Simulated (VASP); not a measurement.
Runs of VASP 6.6.1 on Cs. The structure is that of space group Fd-3m (No. 227), or close to it. The cells are those of the table. 

| task | cell | cutoff (eV) | gap on the mesh (eV) | pressure (GPa) |
| --- | --- | --- | --- | --- |
| single point | a = 8.650 Å, angles 60.0°, 2 atoms | 520 | 0.17 | 0.0 |
| single point | a = 8.303 Å, angles 60.0°, 2 atoms | 520 | 0.18 | 0.1 |
| single point | a = 8.759 Å, angles 60.0°, 2 atoms | 520 | 0.17 | 0.0 |
| single point | a = 8.537 Å, angles 60.0°, 2 atoms | 520 | 0.17 | 0.0 |
| single point | a = 8.422 Å, angles 60.0°, 2 atoms | 520 | 0.18 | 0.0 |
| relaxation of cell and atoms | relaxed from a = 7.499 Å, angles 60.0°, 2 atoms | 600 | 0.17 | 0.0 |
| single point | a = 8.866 Å, angles 60.0°, 2 atoms | 520 | (a) | 0.0 |

Alike in all rows: level BLYP; potentials or basis VASP PAW PBE potentials, release 64 (Cs_sv); no spin polarisation; k mesh 5 × 5 × 5; smearing fermi-dirac 0.1 eV.

Q: Fill in the values left out.

A: (a) 0.16.

Caveats: the PAW data sets were made with another functional, which shifts forces and pressure a little; spin-orbit coupling is left out, which moves the levels of the heavy elements.

A k mesh can miss the band edges, and the runs leave out spin-orbit coupling on Cs.
